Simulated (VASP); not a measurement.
# Ir (Pm-3m) in VASP: further runs

Runs on Ir. Level: RPBE. Tasks: single point.

Program: VASP 6.6.1. These are calculated values, not measurements. Logs are shortened: lines on timing, memory, paths and dates and some standing lists are left out, and cuts for length are marked.

**1. The cell of the first run**

It takes space group Pm-3m (No. 221, cubic). The conventional cell has a = 2.585 Å, b = 2.585 Å, c = 2.585 Å, α = 90.00°, β = 90.00°, γ = 90.00°. Ir (site symmetry m-3m) has 6 Ir at 2.59 Å within 3.4 Å.

**2. Single point, RPBE**

Input file INCAR:

```
SYSTEM = Ir
ALGO = Normal
EDIFF = 1E-6
ENCUT = 520
GGA = RP
ISIF = 2
ISMEAR = -1
LASPH = .TRUE.
LCHARG = .FALSE.
LREAL = .FALSE.
LWAVE = .FALSE.
NBANDS = 10
NELM = 60
PREC = Accurate
SIGMA = 0.1
```

Input file KPOINTS:

```
k-points
0
G
  13 13 13
  0 0 0
```

Input file POSCAR:

```
Ir
1.0
    2.5851199748      0.0000000000      0.0000000000
    0.0000000000      2.5851199748      0.0000000000
    0.0000000000      0.0000000000      2.5851199748
Ir
1
Direct
    0.0000000000      0.0000000000      0.0000000000
```

Potentials or basis: VASP PAW PBE potentials, release 64 (Ir).

The run is started by

```bash
$ cat potpaw_PBE.64/Ir/POTCAR > POTCAR
$ mpirun -np 1 vasp_std > vasp.out
```

OUTCAR:

```text
SYSTEM = Ir
   EDIFF = 1E-6
   ENCUT = 520
   GGA = RP
   ISIF = 2
   ISMEAR = -1
   LASPH = .TRUE.
   LREAL = .FALSE.
   NELM = 60
   PREC = Accurate

 ion  position               nearest neighbor table
   1  0.000  0.000  0.000-

  LATTYP: Found a simple cubic cell.
 ALAT       =     2.5851199748

  Lattice vectors:

 A1 = (   2.5851199748,   0.0000000000,   0.0000000000)
 A2 = (   0.0000000000,   2.5851199748,   0.0000000000)
 A3 = (   0.0000000000,   0.0000000000,   2.5851199748)

Analysis of symmetry for initial positions (statically):
=====================================================================
 Subroutine PRICEL returns:
 Original cell was already a primitive cell.

 Routine SETGRP: Setting up the symmetry group for a
 simple cubic supercell.

 Subroutine GETGRP returns: Found 48 space group operations
 (whereof 48 operations were pure point group operations)
 out of a pool of 48 trial point group operations.

The static configuration has the point symmetry O_h .

Analysis of symmetry for dynamics (positions and initial velocities):
=====================================================================
 Subroutine PRICEL returns:
 Original cell was already a primitive cell.

 Routine SETGRP: Setting up the symmetry group for a
 simple cubic supercell.

 Subroutine GETGRP returns: Found 48 space group operations
 (whereof 48 operations were pure point group operations)
 out of a pool of 48 trial point group operations.

The dynamic configuration has the point symmetry O_h .

 Subroutine INISYM returns: Found 48 space group operations
 (whereof 48 operations are pure point group operations),
 and found     1 'primitive' translations

----------------------------------------------------------------------------------------

                                     Primitive cell

  volume of cell :      17.2760

  direct lattice vectors                    reciprocal lattice vectors
     2.585119975  0.000000000  0.000000000     0.386829242  0.000000000  0.000000000
     0.000000000  2.585119975  0.000000000     0.000000000  0.386829242  0.000000000
     0.000000000  0.000000000  2.585119975     0.000000000  0.000000000  0.386829242

  length of vectors
     2.585119975  2.585119975  2.585119975     0.386829242  0.386829242  0.386829242

  position of ions in fractional coordinates (direct lattice)
     0.000000000  0.000000000  0.000000000

  ion indices of the primitive-cell ions
   primitive index   ion index
                 1           1

----------------------------------------------------------------------------------------

 KPOINTS: k-points

Automatic generation of k-mesh.
 Grid dimensions read from file:
 generate k-points for:   13   13   13

 Generating k-lattice:

  Cartesian coordinates                     Fractional coordinates (reciprocal lattice)
     0.029756096  0.000000000  0.000000000     0.076923077  0.000000000  0.000000000
     0.000000000  0.029756096  0.000000000     0.000000000  0.076923077  0.000000000
     0.000000000  0.000000000  0.029756096     0.000000000  0.000000000  0.076923077

  Length of vectors
     0.029756096  0.029756096  0.029756096

  Shift w.r.t. Gamma in fractional coordinates (k-lattice)
     0.000000000  0.000000000  0.000000000

 Subroutine IBZKPT returns following result:
 ===========================================

 Found     84 irreducible k-points:

 Following reciprocal coordinates:
            Coordinates               Weight
  0.000000  0.000000  0.000000      1.000000
  0.076923  0.000000  0.000000      6.000000
  0.153846  0.000000  0.000000      6.000000
  0.230769  0.000000  0.000000      6.000000
  0.307692  0.000000  0.000000      6.000000
  0.384615  0.000000  0.000000      6.000000
[... 16 lines left out ...]
  0.307692  0.307692  0.000000     12.000000
  0.384615  0.307692  0.000000     24.000000
 [... further k-points ...]
   k-points           NKPTS =     84   k-points in BZ     NKDIM =     84   number of bands    NBANDS=     10
   number of dos      NEDOS =    301   number of ions     NIONS =      1
   total plane-waves  NPLWV =   8000
   dimension x,y,z NGX =    20 NGY =   20 NGZ =   20
   dimension x,y,z NGXF=    40 NGYF=   40 NGZF=   40
   ions per type =               1
   NGX,Y,Z   is equivalent  to a cutoff of  12.86, 12.86, 12.86 a.u.
   NGXF,Y,Z  is equivalent  to a cutoff of  25.72, 25.72, 25.72 a.u.
 SYSTEM =  Ir
   PREC   = accura    normal or accurate (medium, high low for compatibility)
   ISTART =      0    job   : 0-new  1-cont  2-samecut
   ICHARG =      2    charge: 1-file 2-atom 10-const
   ISPIN  =      1    spin polarized calculation?
   LNONCOLLINEAR =      F non collinear calculations
   LSORBIT =      F    spin-orbit coupling
   LASPH  =      T    aspherical Exc in radial PAW
   ENCUT  =  520.0 eV  38.22 Ry    6.18 a.u.   4.81  4.81  4.81*2*pi/ulx,y,z
   NELM   =     60;   NELMIN=  2; NELMDL= -5     # of ELM steps
   EDIFF  = 0.1E-05   stopping-criterion for ELM
   LREAL  =      F    real-space projection
   EDIFFG = 0.1E-04   stopping-criterion for IOM
   NSW    =      0    number of steps for IOM
   IBRION =     -1    ionic relax: 0-MD 1-quasi-New 2-CG
   NFREE  =      0    steps in history (QN), initial steepest desc. (CG)
   ISIF   =      2    stress and relaxation
   ISYM   =      2    0-nonsym 1-usesym 2-fastsym
   POTIM  = 0.5000    time-step for ionic-motion
   TEBEG  =    0.0;   TEEND  =   0.0 temperature during run
   PSTRESS=    0.0 pullay stress
   NELECT =       9.0000    total number of electrons
   NUPDOWN=      -1.0000    fix difference up-down
   EMIN   =  10.00;   EMAX   =-10.00  energy-range for DOS
   EFERMI =   0.00;   METHOD = LEGACY
   ISMEAR =    -1;   SIGMA  =   0.10  broadening in eV -4-tet -1-fermi 0-gaus
   EFERMI_NEDOS =   21; number of points for ismear=-14 and -15
   IALGO  =     38    algorithm
   IMIX   =      4    mixing-type and parameters
     AMIX     =   0.40;   BMIX     =  1.00
     AMIX_MAG =   1.60;   BMIX_MAG =  1.00
  volume/ion in A,a.u.               =      17.28       116.58
  Fermi-wavevector in a.u.,A,eV,Ry     =   1.317270  2.489280 23.608850  1.735202
  Thomas-Fermi vector in A             =   2.447323
   LORBIT       =      0    0 simple, 1 ext, 2 COOP (PROOUT), +10 PAW based schemes
   GGA     = RP    functional components
   LHFCALC =     F    Hartree Fock is set to
   AEXX    =    0.0000 exact exchange contribution
   IVDW    =     0    specifies the selected vdW correction
   LEPSILON=     F    determine dielectric tensor
   LRPA    =     F    only Hartree local field effects (RPA)
 non-spin polarized calculation
  energy-cutoff  :      520.00
  volume of cell :       17.28
 maximum number of plane-waves:       474
 NGX is ok and might be reduce to    20
   NGX =  9   NGY =  9   NGZ =  9

 number of electron       8.9999999 magnetization

 Free energy of the ion-electron system (eV)
  ---------------------------------------------------
  ext. energy  EPLUGINS =         0.00000000
  ---------------------------------------------------
  free energy    TOTEN  =        -7.25587947 eV

  energy without entropy =       -7.19994237  energy(sigma->0) =       -7.22791092

 E-fermi :   7.2458     XC(G=0): -12.5924

 val. band max:        7.2447254034   @ k =   0.2308   0.2308   0.0000
 cond. band min:       7.2515190855   @ k =   0.2308   0.2308   0.0769
 fundamental gap:      0.0067936822
 Fermi energy:         7.2457990966

 k-point     1 :       0.0000    0.0000    0.0000
  band No.  band energies     occupation
      1      -1.6351      2.00000
      2       1.5012      2.00000
      3       1.5012      2.00000
      4       8.5065      0.00001
      5       8.5065      0.00001
      6       8.5065      0.00001
      7      22.7648      0.00000
      8      22.7648      0.00000
      9      22.7648      0.00000
     10      28.6008      0.00000

 k-point     2 :       0.0769    0.0000    0.0000
  band No.  band energies     occupation
      1      -1.4564      2.00000
      2       1.5382      2.00000
      3       1.6730      2.00000
      4       8.3148      0.00005
      5       8.3148      0.00005
      6       8.5212      0.00001
      7      21.6140      0.00000
      8      23.0989      0.00000
      9      23.0989      0.00000
     10      29.3176      0.00000

 k-point     3 :       0.1538    0.0000    0.0000
  band No.  band energies     occupation
      1      -0.9718      2.00000
      2       1.6425      2.00000
      3       2.2011      2.00000
      4       7.8191      0.00645
      5       7.8191      0.00645
      6       8.5622      0.00000
      7      19.4559      0.00000
      8      24.0078      0.00000
      9      24.0078      0.00000
     10      28.4042      0.00000

 k-point     4 :       0.2308    0.0000    0.0000
  band No.  band energies     occupation
      1      -0.3164      2.00000
      2       1.7939      2.00000
      3       3.0971      2.00000
      4       7.1910      1.26721
      5       7.1910      1.26721
      6       8.6206      0.00000
      7      17.2851      0.00000
      8      25.2810      0.00000
      9      25.2810      0.00000
     10      26.6453      0.00000
[... 222 lines left out ...]
 k-point    22 :       0.4615    0.2308    0.0000
  band No.  band energies     occupation
      1       2.0857      2.00000
      2       2.8251      2.00000
      3       4.3600      2.00000
      4       6.1080      1.99998
      5       7.5901      0.06194
      6       9.2778      0.00000
      7      13.3347      0.00000
      8      22.9780      0.00000
      9      24.3154      0.00000
     10      26.9052      0.00000

 k-point    23 :       0.3077    0.3077    0.0000
  band No.  band energies     occupation
      1       1.7552      2.00000
      2       2.7413      2.00000
      3       5.5915      2.00000
      4       6.5808      1.99741
      5       6.7986      1.97740
      6       6.9922      1.85320
      7      16.8478      0.00000
      8      19.3669      0.00000
      9      25.6285      0.00000
     10      30.3215      0.00000

 k-point    24 :       0.3846    0.3077    0.0000
  band No.  band energies     occupation
      1       1.9737      2.00000
      2       2.4576      2.00000
      3       6.0370      1.99999
      4       6.4523      1.99928
      5       6.9942      1.85057
      6       8.1776      0.00018
      7      15.2232      0.00000
      8      20.0229      0.00000
      9      24.5113      0.00000
     10      28.7901      0.00000

 [... further k-points ...]
[... 5 lines left out ...]
  --------------------------------------------------------------------------------------
  -------------------------------------------------------------------------------------
  Total        0.0025723      0.0025723      0.0025723     -0.0000000      0.0000000     -0.0000000
  in kB        0.2385523      0.2385523      0.2385523     -0.0000000      0.0000000     -0.0000000
  external PRESSURE =       0.2385523 kB  Pullay stress =       0.0000000 kB

 VOLUME and BASIS-vectors are now :
 -----------------------------------------------------------------------------
  energy-cutoff  :      520.00
  volume of cell :       17.28
      direct lattice vectors                 reciprocal lattice vectors
     2.585119975  0.000000000  0.000000000     0.386829242  0.000000000  0.000000000
     0.000000000  2.585119975  0.000000000     0.000000000  0.386829242  0.000000000
     0.000000000  0.000000000  2.585119975     0.000000000  0.000000000  0.386829242

 POSITION                                       TOTAL-FORCE (eV/Angst)
 -----------------------------------------------------------------------------------
      0.00000      0.00000      0.00000         0.000000      0.000000      0.000000
 -----------------------------------------------------------------------------------
    total drift:                               -0.000000     -0.000000     -0.000000

  FREE ENERGIE OF THE ION-ELECTRON SYSTEM (eV)
  ---------------------------------------------------
  free  energy   TOTEN  =        -7.2558794728 eV

  energy  without entropy=       -7.1999423707  energy(sigma->0) =       -7.22791092
```

Wall time 6.6 s (1 thread of AMD EPYC 7R13 (Zen 3), shared host); peak memory 0.1 GiB.

What came out:

```yaml
Free_energy: -7.2559 eV
Pressure: 0.0 GPa
```

Caveat: the PAW data sets were made with another functional, which shifts forces and pressure a little; spin-orbit coupling is left out, which moves the levels of the heavy elements.

**3. Single point, RPBE (volume scaled by 0.88)**

Input file INCAR:

```
SYSTEM = Ir
  PREC = Accurate
  ENCUT = 520
  EDIFF = 1E-6
  ISMEAR = -1
  SIGMA = 0.1
  LREAL = .FALSE.
  LASPH = .TRUE.
  NELM = 100
  ALGO = Normal
  ISIF = 2
  LWAVE = .FALSE.
  LCHARG = .FALSE.
  GGA = RP
  NBANDS = 10
```

Input file KPOINTS:

```
regular mesh
0
G
  14 14 14
  0 0 0
```

Input file POSCAR:

```
Ir
1.0
    2.4772790360      0.0000000000      0.0000000000
    0.0000000000      2.4772790360      0.0000000000
    0.0000000000      0.0000000000      2.4772790360
Ir
1
Direct
    0.0000000000      0.0000000000      0.0000000000
```

Potentials or basis: VASP PAW PBE potentials, release 64 (Ir).

The run is started by

```bash
$ cat potpaw_PBE.64/Ir/POTCAR > POTCAR
$ mpirun -np 1 vasp_std > vasp.out
```

Wall time 7.9 s (1 thread of AMD EPYC 7R13 (Zen 3), shared host); peak memory 0.1 GiB.

The run converged. Its results:

```yaml
Free_energy: -7.0361 eV
Pressure: 40.1 GPa
```

Levels at points of the mesh, in eV from the Fermi level:
| k point | band 1 | band 2 | band 3 | band 4 | band 5 | band 6 | band 7 | band 8 | band 9 |
| --- | --- | --- | --- | --- | --- | --- | --- | --- | --- |
| (0.00, 0.00, 0.00) | -10.09 | -6.93 | -6.93 | 1.55 | 1.55 | 1.55 | 16.33 | 16.33 | 16.33 |
| (0.50, 0.00, 0.00) | -6.91 | -6.08 | -1.75 | -1.75 | -1.29 | 1.89 | 6.86 | 16.38 | 20.95 |
| (0.50, 0.50, 0.00) | -7.54 | -5.36 | -1.11 | -1.11 | 3.98 | 4.71 | 4.71 | 13.10 | 14.98 |
| (0.50, 0.50, 0.50) | -6.09 | -6.09 | -6.09 | 4.22 | 4.22 | 8.85 | 11.82 | 11.82 | 11.82 |

Caveat: the PAW data sets were made with another functional, which shifts forces and pressure a little; spin-orbit coupling is left out, which moves the levels of the heavy elements.

**4. Single point, RPBE (volume scaled by 0.92)**

Input file INCAR:

```
SYSTEM = Ir
ALGO = Normal ; EDIFF = 1E-7
ENCUT = 520 ; GGA = RP
ISIF = 2 ; ISMEAR = -1
LASPH = .TRUE. ; LCHARG = .FALSE.
LREAL = .FALSE. ; LWAVE = .FALSE.
NBANDS = 10 ; NELM = 80
PREC = Accurate ; SIGMA = 0.1
```

Input file KPOINTS:

```
k-points
0
G
  14 14 14
  0 0 0
```

Input file POSCAR:

```
Ir
1.0
    2.5142588019      0.0000000000      0.0000000000
    0.0000000000      2.5142588019      0.0000000000
    0.0000000000      0.0000000000      2.5142588019
Ir
1
Direct
    0.0000000000      0.0000000000      0.0000000000
```

The run is started by

```bash
$ cat potpaw_PBE.64/Ir/POTCAR > POTCAR
$ mpirun -np 1 vasp_std > vasp.out
```

Wall time 9.8 s (1 thread of AMD EPYC 7R13 (Zen 3), shared host); peak memory 0.11 GiB.

The run converged. Its results:

* Free energy: -7.1715 eV
* Pressure: 23.2 GPa

Levels at points of the mesh, in eV from the Fermi level:
| k point | band 1 | band 2 | band 3 | band 4 | band 5 | band 6 | band 7 | band 8 |
| --- | --- | --- | --- | --- | --- | --- | --- | --- |
| (0.00, 0.00, 0.00) | -9.67 | -6.51 | -6.51 | 1.43 | 1.43 | 1.43 | 16.03 | 16.03 |
| (0.50, 0.00, 0.00) | -6.59 | -5.72 | -1.62 | -1.62 | -1.12 | 1.74 | 6.44 | 16.37 |
| (0.50, 0.50, 0.00) | -7.04 | -5.07 | -1.04 | -1.04 | 3.70 | 4.63 | 4.63 | 12.35 |
| (0.50, 0.50, 0.50) | -5.68 | -5.68 | -5.68 | 3.91 | 3.91 | 9.05 | 11.37 | 11.37 |

Caveat: the PAW data sets were made with another functional, which shifts forces and pressure a little; spin-orbit coupling is left out, which moves the levels of the heavy elements.

**5. Single point, RPBE (volume scaled by 0.96)**

Input file INCAR:

```
PREC = Accurate ; ENCUT = 520
EDIFF = 1E-6 ; ISMEAR = -1
SIGMA = 0.1 ; LREAL = F
LASPH = T ; NELM = 80
ALGO = Normal ; ISIF = 2
LWAVE = F ; LCHARG = F
GGA = RP ; NBANDS = 10
```

Input file KPOINTS:

```
regular mesh
0
Gamma
  14 14 14
```

Input file POSCAR:

```
Ir
1.0
    2.5501816382      0.0000000000      0.0000000000
    0.0000000000      2.5501816382      0.0000000000
    0.0000000000      0.0000000000      2.5501816382
Ir
1
Direct
    0.0000000000      0.0000000000      0.0000000000
```

The run is started by

```bash
$ cat potpaw_PBE.64/Ir/POTCAR > POTCAR
$ mpirun -np 1 vasp_std > vasp.out
```

Wall time 9.1 s (1 thread of AMD EPYC 7R13 (Zen 3), shared host); peak memory 0.11 GiB.

Results (log left out):

| Property | Result |
| --- | --- |
| Free energy | -7.2423 eV |
| Pressure | 10.0 GPa |

Levels at points of the mesh, in eV from the Fermi level:
```
           k point  band 2  band 3  band 4  band 5  band 6  band 7
(0.00, 0.00, 0.00)   -6.14   -6.14    1.32    1.32    1.32   15.75
(0.50, 0.00, 0.00)   -5.39   -1.52   -1.52   -0.96    1.60    6.06
(0.50, 0.50, 0.00)   -4.82   -0.98   -0.98    3.44    4.56    4.56
(0.50, 0.50, 0.50)   -5.32   -5.32    3.64    3.64    9.22   10.96
```

Caveat: the PAW data sets were made with another functional, which shifts forces and pressure a little; spin-orbit coupling is left out, which moves the levels of the heavy elements.

**6. Single point, RPBE**

Input file INCAR:

```
SYSTEM = Ir
  PREC = Accurate
  ENCUT = 520
  EDIFF = 1E-6
  ISMEAR = -1
  SIGMA = 0.1
  LREAL = .False.
  LASPH = .True.
  NELM = 60
  ALGO = Normal
  ISIF = 2
  LWAVE = .False.
  LCHARG = .False.
  GGA = RP
  NBANDS = 10
```

Input file KPOINTS:

```
Automatic mesh
0
Gamma
  14 14 14
  0 0 0
```

Input file POSCAR:

```
Ir
1.0
    2.5851199748      0.0000000000      0.0000000000
    0.0000000000      2.5851199748      0.0000000000
    0.0000000000      0.0000000000      2.5851199748
Ir
1
Direct
    0.0000000000      0.0000000000      0.0000000000
```

Potentials or basis: VASP PAW PBE potentials, release 64 (Ir).

The run is started by

```bash
$ cat potpaw_PBE.64/Ir/POTCAR > POTCAR
$ mpirun -np 1 vasp_std > vasp.out
```

Wall time 9.4 s (1 thread of AMD EPYC 7R13 (Zen 3), shared host); peak memory 0.11 GiB.

It converged, with:

```
Free energy : -7.2624 eV
Pressure    : -0.4 GPa
```

Levels at points of the mesh, in eV from the Fermi level:
```csv
k point,band 1,band 2,band 3,band 4,band 5,band 6,band 7,band 8
"(0.00, 0.00, 0.00)",-8.92,-5.79,-5.79,1.22,1.22,1.22,15.48,15.48
"(0.50, 0.00, 0.00)",-6.02,-5.10,-1.42,-1.42,-0.81,1.48,5.72,16.31
"(0.50, 0.50, 0.00)",-6.19,-4.58,-0.92,-0.92,3.21,4.50,4.50,11.04
"(0.50, 0.50, 0.50)",-4.99,-4.99,-4.99,3.39,3.39,9.37,10.60,10.60
```

Caveat: the PAW data sets were made with another functional, which shifts forces and pressure a little; spin-orbit coupling is left out, which moves the levels of the heavy elements.

**7. The runs side by side**

| cell | k mesh | gap on the mesh (eV) | pressure (GPa) |
| --- | --- | --- | --- |
| a = 2.585 Å, 1 atom | 13 × 13 × 13 | none | 0.0 |
| a = 2.477 Å, 1 atom | 14 × 14 × 14 | none | 40.1 |
| a = 2.514 Å, 1 atom | 14 × 14 × 14 | none | 23.2 |
| a = 2.550 Å, 1 atom | 14 × 14 × 14 | none | 10.0 |
| a = 2.585 Å, 1 atom | 14 × 14 × 14 | none | -0.4 |

Alike in all rows: task single point; level RPBE; potentials or basis VASP PAW PBE potentials, release 64 (Ir); no spin polarisation; cutoff (eV) 520; smearing fermi-dirac 0.1 eV.

Caveats: the PAW data sets were made with another functional, which shifts forces and pressure a little; spin-orbit coupling is left out, which moves the levels of the heavy elements.

Total energies depend on the potentials used, so only differences within one code and one set of settings carry meaning.
